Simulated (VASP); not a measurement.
Here is a VASP 6.6.1 calculation.

INCAR

```
SYSTEM = Sn2Ge3
ALGO = Normal ; EDIFF = 1E-6
ENCUT = 520 ; GGA = PE
ISIF = 2 ; ISMEAR = 0
LASPH = .True. ; LCHARG = .False.
LREAL = .False. ; LWAVE = .False.
NBANDS = 43 ; NELM = 100
PREC = Accurate ; SIGMA = 0.1
```

Contents of KPOINTS:

```
k-points
0
Gamma
  6 6 6
  0 0 0
```

The input POSCAR:

```
Sn2Ge3
1.0
    1.5914090400      0.9188004400     12.9938003800
   -1.5914090400      0.9188004400     12.9938003800
    0.0000000000     -1.8376008700     12.9938003800
Sn Ge
2 3
Direct
    0.8000000000      0.8000000000      0.8000000000
    0.2000000000      0.2000000000      0.2000000000
    0.0000000000      0.0000000000      0.0000000000
    0.4000000000      0.4000000000      0.4000000000
    0.6000000000      0.6000000000      0.6000000000
```

Potentials or basis: VASP PAW PBE potentials, release 64 (Sn_d, Ge_d).

The run is started by

```bash
$ cat potpaw_PBE.64/Sn_d/POTCAR potpaw_PBE.64/Ge_d/POTCAR > POTCAR
$ mpirun -np 1 vasp_std > vasp.out
```

(1) What does it give for the band gap on the k mesh?

(2) What does it give for the pressure?

(3) What does it give for the largest force?

Results:

(1) zero (bands 35 and 36 overlap by 7.78 eV).

(2) 2.2 GPa.

(3) 0.870 eV/Å.

Caveat: the k points lie up to 0.38 Å⁻¹ apart, too coarse for converged energies and pressures of a metal; spin-orbit coupling is left out, which moves the levels of the heavy elements.
